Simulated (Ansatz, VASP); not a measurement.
**One calculation of MgO, two programs**

```xyz
2
Lattice="0.0000 2.0371 2.0371 2.0371 0.0000 2.0371 2.0371 2.0371 0.0000" Properties=species:S:1:pos:R:3 pbc="T T T"
Mg    0.0000    0.0000    0.0000
O     2.0371    2.0371    2.0371
```

Alike in both runs: task single point; functional r2SCAN; k mesh 10 × 10 × 10; occupations gaussian, width 0.02 eV; no spin polarisation.

```csv
,VASP,Ansatz
version,VASP 6.6.1,Ansatz 0.2.0
potentials or method,"VASP PAW PBE potentials, release 64 (Mg_sv, O), cutoff 920 eV","scalar-relativistic, plane waves, PAW"
valence electrons in the cell,16,16
```

```tsv
	VASP	Ansatz	Ansatz less VASP
gap on the k mesh at the Fermi level (eV)	6.71	6.70	-0.011
least direct gap on the mesh (eV)	6.71	6.70	-0.011
pressure (GPa)	19.7	19.1	-0.64
```

VASP's potentials were made for PBE, not for r2SCAN. With one functional, cell and mesh, what is left measures potentials, basis and numerics.
